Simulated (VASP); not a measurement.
# AlNi (P4mm) in VASP: notebook

The runs below take AlNi through single point, with PBEsol.

Everything below comes from runs of VASP 6.6.1. Logs are shortened: lines on timing, memory, paths and dates and some standing lists are left out, and cuts for length are marked.

## 1. The cell of the first run

The structure is tetragonal, space group P4mm (No. 99). The conventional cell has a = 2.886 Å, b = 2.886 Å, c = 2.886 Å, α = 90.00°, β = 90.00°, γ = 90.00°. Al (site symmetry 4mm) has 8 Ni at 2.45 to 2.55 Å and 6 Al at 2.89 Å within 3.2 Å. Ni (site symmetry 4mm) has 8 Al at 2.45 to 2.55 Å and 6 Ni at 2.89 Å within 3.2 Å.

## 2. Single point, PBEsol (atoms displaced along a vibrational mode, the cell strained)

INCAR reads:

```
SYSTEM = AlNi
PREC = Accurate
ENCUT = 520
EDIFF = 1E-6
ISMEAR = 0
SIGMA = 0.15
LREAL = .FALSE.
LASPH = .TRUE.
NELM = 100
ALGO = Normal
ISIF = 2
LWAVE = .FALSE.
LCHARG = .FALSE.
GGA = PS
NBANDS = 14
```

KPOINTS reads:

```
Automatic mesh
0
G
  16 16 16
  0 0 0
```

POSCAR reads:

```
AlNi
1.0
    2.8855765085      0.0000000000      0.0000000000
    0.0000000000      2.8855765085      0.0000000000
    0.0000000000      0.0000000000      2.8855765085
Al Ni
1 1
Direct
    0.0000000000      0.0000000000     -0.0199173717
    0.5000000000      0.5000000000      0.5091560777
```

Potentials or basis: VASP PAW PBE potentials, release 64 (Al, Ni).

Run with:

```console
cat potpaw_PBE.64/Al/POTCAR potpaw_PBE.64/Ni/POTCAR > POTCAR
mpirun -np 1 vasp_std > vasp.out
```

OUTCAR:

```text
SYSTEM = AlNi
   PREC = Accurate
   ENCUT = 520
   EDIFF = 1E-6
   ISMEAR = 0
   LREAL = .FALSE.
   LASPH = .TRUE.
   NELM = 100
   ISIF = 2
   GGA = PS

 ion  position               nearest neighbor table
   1  0.000  0.000  0.980-   2 2.45   2 2.45   2 2.45   2 2.45   2 2.55   2 2.55   2 2.55   2 2.55

   2  0.500  0.500  0.509-   1 2.45   1 2.45   1 2.45   1 2.45   1 2.55   1 2.55   1 2.55   1 2.55

  LATTYP: Found a simple cubic cell.
 ALAT       =     2.8855765085

  Lattice vectors:

 A1 = (   2.8855765085,   0.0000000000,   0.0000000000)
 A2 = (   0.0000000000,   2.8855765085,   0.0000000000)
 A3 = (   0.0000000000,   0.0000000000,   2.8855765085)

Analysis of symmetry for initial positions (statically):
=====================================================================
 Subroutine PRICEL returns:
 Original cell was already a primitive cell.

 Routine SETGRP: Setting up the symmetry group for a
 simple cubic supercell.

 Subroutine GETGRP returns: Found  8 space group operations
 (whereof  8 operations were pure point group operations)
 out of a pool of 48 trial point group operations.

The static configuration has the point symmetry C_4v.

Analysis of symmetry for dynamics (positions and initial velocities):
=====================================================================
 Subroutine PRICEL returns:
 Original cell was already a primitive cell.

 Routine SETGRP: Setting up the symmetry group for a
 simple cubic supercell.

 Subroutine GETGRP returns: Found  8 space group operations
 (whereof  8 operations were pure point group operations)
 out of a pool of 48 trial point group operations.

The dynamic configuration has the point symmetry C_4v.

 Subroutine INISYM returns: Found  8 space group operations
 (whereof  8 operations are pure point group operations),
 and found     1 'primitive' translations

----------------------------------------------------------------------------------------

                                     Primitive cell

  volume of cell :      24.0269

  direct lattice vectors                    reciprocal lattice vectors
     2.885576508  0.000000000  0.000000000     0.346551199  0.000000000  0.000000000
     0.000000000  2.885576508  0.000000000     0.000000000  0.346551199  0.000000000
     0.000000000  0.000000000  2.885576508     0.000000000  0.000000000  0.346551199

  length of vectors
     2.885576508  2.885576508  2.885576508     0.346551199  0.346551199  0.346551199

  position of ions in fractional coordinates (direct lattice)
     0.000000000  0.000000000  0.980082628
     0.500000000  0.500000000  0.509156078

  ion indices of the primitive-cell ions
   primitive index   ion index
                 1           1
                 2           2

----------------------------------------------------------------------------------------

 KPOINTS: Automatic mesh

Automatic generation of k-mesh.
 Grid dimensions read from file:
 generate k-points for:   16   16   16

 Generating k-lattice:

  Cartesian coordinates                     Fractional coordinates (reciprocal lattice)
     0.021659450  0.000000000  0.000000000     0.062500000  0.000000000  0.000000000
     0.000000000  0.021659450  0.000000000     0.000000000  0.062500000  0.000000000
     0.000000000  0.000000000  0.021659450     0.000000000  0.000000000  0.062500000

  Length of vectors
     0.021659450  0.021659450  0.021659450

  Shift w.r.t. Gamma in fractional coordinates (k-lattice)
     0.000000000  0.000000000  0.000000000

 Subroutine IBZKPT returns following result:
 ===========================================

 Found    405 irreducible k-points:

 Following reciprocal coordinates:
            Coordinates               Weight
  0.000000  0.000000  0.000000      1.000000
  0.062500  0.000000  0.000000      4.000000
  0.000000  0.000000  0.062500      2.000000
  0.125000  0.000000  0.000000      4.000000
  0.000000  0.000000  0.125000      2.000000
  0.187500  0.000000  0.000000      4.000000
[... 16 lines left out ...]
  0.187500  0.062500  0.000000      8.000000
  0.000000  0.187500  0.062500      8.000000
 [... further k-points ...]
   k-points           NKPTS =    405   k-points in BZ     NKDIM =    405   number of bands    NBANDS=     14
   number of dos      NEDOS =    301   number of ions     NIONS =      2
   total plane-waves  NPLWV =  13824
   dimension x,y,z NGX =    24 NGY =   24 NGZ =   24
   dimension x,y,z NGXF=    48 NGYF=   48 NGZF=   48
   ions per type =               1   1
   NGX,Y,Z   is equivalent  to a cutoff of  13.83, 13.83, 13.83 a.u.
   NGXF,Y,Z  is equivalent  to a cutoff of  27.65, 27.65, 27.65 a.u.
 SYSTEM =  AlNi
   PREC   = accura    normal or accurate (medium, high low for compatibility)
   ISTART =      0    job   : 0-new  1-cont  2-samecut
   ICHARG =      2    charge: 1-file 2-atom 10-const
   ISPIN  =      1    spin polarized calculation?
   LNONCOLLINEAR =      F non collinear calculations
   LSORBIT =      F    spin-orbit coupling
   LASPH  =      T    aspherical Exc in radial PAW
   ENCUT  =  520.0 eV  38.22 Ry    6.18 a.u.   5.37  5.37  5.37*2*pi/ulx,y,z
   NELM   =    100;   NELMIN=  2; NELMDL= -5     # of ELM steps
   EDIFF  = 0.1E-05   stopping-criterion for ELM
   LREAL  =      F    real-space projection
   EDIFFG = 0.1E-04   stopping-criterion for IOM
   NSW    =      0    number of steps for IOM
   IBRION =     -1    ionic relax: 0-MD 1-quasi-New 2-CG
   NFREE  =      0    steps in history (QN), initial steepest desc. (CG)
   ISIF   =      2    stress and relaxation
   ISYM   =      2    0-nonsym 1-usesym 2-fastsym
   POTIM  = 0.5000    time-step for ionic-motion
   TEBEG  =    0.0;   TEEND  =   0.0 temperature during run
   PSTRESS=    0.0 pullay stress
   NELECT =      13.0000    total number of electrons
   NUPDOWN=      -1.0000    fix difference up-down
   EMIN   =  10.00;   EMAX   =-10.00  energy-range for DOS
   EFERMI =   0.00;   METHOD = LEGACY
   ISMEAR =     0;   SIGMA  =   0.15  broadening in eV -4-tet -1-fermi 0-gaus
   EFERMI_NEDOS =   21; number of points for ismear=-14 and -15
   IALGO  =     38    algorithm
   IMIX   =      4    mixing-type and parameters
     AMIX     =   0.40;   BMIX     =  1.00
     AMIX_MAG =   1.60;   BMIX_MAG =  1.00
  volume/ion in A,a.u.               =      12.01        81.07
  Fermi-wavevector in a.u.,A,eV,Ry     =   1.334003  2.520899 24.212425  1.779563
  Thomas-Fermi vector in A             =   2.462818
   LORBIT       =      0    0 simple, 1 ext, 2 COOP (PROOUT), +10 PAW based schemes
   GGA     = PS    functional components
   LHFCALC =     F    Hartree Fock is set to
   AEXX    =    0.0000 exact exchange contribution
   IVDW    =     0    specifies the selected vdW correction
   LEPSILON=     F    determine dielectric tensor
   LRPA    =     F    only Hartree local field effects (RPA)
 non-spin polarized calculation
 Gauss-broadening in eV      SIGMA  =   0.15
  energy-cutoff  :      520.00
  volume of cell :       24.03
 maximum number of plane-waves:       672
 NGX is ok and might be reduce to    24
   NGX = 11   NGY = 11   NGZ = 11

 number of electron      13.0000003 magnetization

 Free energy of the ion-electron system (eV)
  ---------------------------------------------------
  ext. energy  EPLUGINS =         0.00000000
  ---------------------------------------------------
  free energy    TOTEN  =       -11.56451748 eV

  energy without entropy =      -11.55581498  energy(sigma->0) =      -11.56016623

 E-fermi :   9.8360     XC(G=0): -12.1411

 val. band max:        9.8072193300   @ k =   0.2500   0.1250   0.3750
 cond. band min:       9.8386659664   @ k =   0.1250   0.3750   0.3125
 fundamental gap:      0.0314466364
 Fermi energy:         9.8359856543

 k-point     1 :       0.0000    0.0000    0.0000
  band No.  band energies     occupation
      1      -1.2610      2.00000
      2       6.6105      2.00000
      3       6.6176      2.00000
      4       8.2924      2.00000
      5       8.2992      2.00000
      6       8.2992      2.00000
      7      15.3126      0.00000
      8      15.3126      0.00000
      9      15.3174      0.00000
     10      17.9729      0.00000
     11      17.9759      0.00000
     12      23.4294      0.00000
     13      30.6124      0.00000
     14      30.6374      0.00000

 k-point     2 :       0.0625    0.0000    0.0000
  band No.  band energies     occupation
      1      -1.1893      2.00000
      2       6.6070      2.00000
      3       6.6330      2.00000
      4       8.2605      2.00000
      5       8.2680      2.00000
      6       8.3029      2.00000
      7      14.5220      0.00000
      8      15.4076      0.00000
      9      15.4219      0.00000
     10      17.9798      0.00000
     11      18.6791      0.00000
     12      23.6817      0.00000
     13      29.7860      0.00000
     14      29.8147      0.00000

 k-point     3 :       0.0000    0.0000    0.0625
  band No.  band energies     occupation
      1      -1.1893      2.00000
      2       6.6126      2.00000
      3       6.6273      2.00000
      4       8.2680      2.00000
      5       8.2680      2.00000
      6       8.2957      2.00000
      7      14.5322      0.00000
      8      15.4073      0.00000
      9      15.4073      0.00000
     10      17.9777      0.00000
     11      18.6885      0.00000
     12      23.6790      0.00000
     13      29.7800      0.00000
     14      29.7800      0.00000
[... 324 lines left out ...]
 k-point    23 :       0.1875    0.0625    0.0000
  band No.  band energies     occupation
      1      -0.5495      2.00000
      2       6.5027      2.00000
      3       6.7555      2.00000
      4       8.0090      2.00000
      5       8.0625      2.00000
      6       8.2981      2.00000
      7      11.8553      0.00000
      8      15.2796      0.00000
      9      16.2475      0.00000
     10      18.5559      0.00000
     11      21.0745      0.00000
     12      25.8695      0.00000
     13      25.9589      0.00000
     14      26.8991      0.00000

 k-point    24 :       0.0000    0.1875    0.0625
  band No.  band energies     occupation
      1      -0.5495      2.00000
      2       6.5027      2.00000
      3       6.7554      2.00000
      4       8.0182      2.00000
      5       8.0535      2.00000
      6       8.2981      2.00000
      7      11.8544      0.00000
      8      15.2981      0.00000
      9      16.2199      0.00000
     10      18.5698      0.00000
     11      21.0704      0.00000
     12      25.7088      0.00000
     13      26.1826      0.00000
     14      26.8384      0.00000

 [... further k-points ...]
[... 5 lines left out ...]
  --------------------------------------------------------------------------------------
  -------------------------------------------------------------------------------------
  Total       -0.4915901     -0.4915901     -0.5387283      0.0000000      0.0000000      0.0000000
  in kB      -32.7805241    -32.7805241    -35.9238242      0.0000000      0.0000000      0.0000000
  external PRESSURE =     -33.8282908 kB  Pullay stress =       0.0000000 kB

 VOLUME and BASIS-vectors are now :
 -----------------------------------------------------------------------------
  energy-cutoff  :      520.00
  volume of cell :       24.03
      direct lattice vectors                 reciprocal lattice vectors
     2.885576508  0.000000000  0.000000000     0.346551199  0.000000000  0.000000000
     0.000000000  2.885576508  0.000000000     0.000000000  0.346551199  0.000000000
     0.000000000  0.000000000  2.885576508     0.000000000  0.000000000  0.346551199

 POSITION                                       TOTAL-FORCE (eV/Angst)
 -----------------------------------------------------------------------------------
      0.00000      0.00000      2.82810         0.000000      0.000000      0.475355
      1.44279      1.44279      1.46921         0.000000     -0.000000     -0.475355
 -----------------------------------------------------------------------------------
    total drift:                                0.000000     -0.000000     -0.000383

  FREE ENERGIE OF THE ION-ELECTRON SYSTEM (eV)
  ---------------------------------------------------
  free  energy   TOTEN  =       -11.5645174840 eV

  energy  without entropy=      -11.5558149810  energy(sigma->0) =      -11.56016623
```

Wall time 58 s (1 thread of AMD EPYC 9R45 (Zen 5), shared host); peak memory 0.22 GiB.

Results:

| Property | Result |
| --- | --- |
| Free energy | -11.5645 eV |
| Pressure | -3.4 GPa |
| Largest force | 0.475 eV/Å |
| Band gap on the k mesh | zero (an odd number of electrons rules out a gap without spin polarisation) |

Forces in eV/Å, atoms in the order of the input:
```
Al   0.000  0.000  0.475
Ni   0.000  0.000 -0.475
```

Stress tensor (GPa, compression positive):
```
-3.28  0.00  0.00
 0.00 -3.28  0.00
 0.00  0.00 -3.59
```

Caveat: the cell differs from its parent crystal (atoms displaced along a vibrational mode, the cell strained); the cell stands under tension; the PAW data sets were made with another functional, which shifts forces and pressure a little. Spin polarisation is off, so any magnetic state and its effect on volume and gap are missing.

## 3. Single point, PBEsol (atoms displaced along a vibrational mode, the cell strained)

INCAR reads:

```
SYSTEM = AlNi
ALGO = Normal
EDIFF = 1E-7
ENCUT = 520
GGA = PS
ISIF = 2
ISMEAR = 0
LASPH = .TRUE.
LCHARG = .FALSE.
LREAL = .FALSE.
LWAVE = .FALSE.
NBANDS = 14
NELM = 60
PREC = Accurate
SIGMA = 0.15
```

KPOINTS reads:

```
k-points
0
G
  16 16 16
  0 0 0
```

POSCAR reads:

```
AlNi
1.0
    2.8855765085      0.0000000000      0.0000000000
    0.0000000000      2.8855765085      0.0000000000
    0.0000000000      0.0000000000      2.8855765085
Al Ni
1 1
Direct
    0.0000000000      0.0000000000     -0.0066391239
    0.5000000000      0.5000000000      0.5030520259
```

Potentials or basis: VASP PAW PBE potentials, release 64 (Al, Ni).

Run with:

```console
cat potpaw_PBE.64/Al/POTCAR potpaw_PBE.64/Ni/POTCAR > POTCAR
mpirun -np 1 vasp_std > vasp.out
```

Run time: 72 s. Hardware: 1 thread of AMD EPYC 9R45 (Zen 5), shared host; peak memory 0.22 GiB.

The run converged. Its results:

```
Free energy            : -11.5822 eV
Pressure               : -3.8 GPa
Largest force          : 0.159 eV/Å
Band gap on the k mesh : zero (an odd number of electrons rules out a gap without spin polarisation)
```

Forces in eV/Å, atoms in the order of the input:
```
Al   0.000  0.000  0.159
Ni   0.000  0.000 -0.159
```

Levels at points of the mesh, in eV from the Fermi level:
```csv
k point,band 5,band 6,band 7,band 8,band 9,band 10
"(0.00, 0.00, 0.00)",-1.53,-1.53,5.47,5.47,5.47,8.13
"(0.50, 0.00, 0.00)",-2.24,-1.45,-0.65,8.29,9.96,9.97
"(0.00, 0.00, 0.50)",-2.24,-1.45,-0.65,8.29,9.96,9.96
"(0.50, 0.50, 0.00)",-2.06,-2.06,-1.01,1.45,2.47,12.23
"(0.00, 0.50, 0.50)",-2.07,-2.06,-1.01,1.45,2.47,12.23
"(0.50, 0.50, 0.50)",-0.98,1.98,1.98,1.98,3.67,4.45
```

Caveat: the cell differs from its parent crystal (atoms displaced along a vibrational mode, the cell strained); the cell stands under tension; the PAW data sets were made with another functional, which shifts forces and pressure a little. Spin polarisation is off, so any magnetic state and its effect on volume and gap are missing.

(Continued in part 2 of 3.)
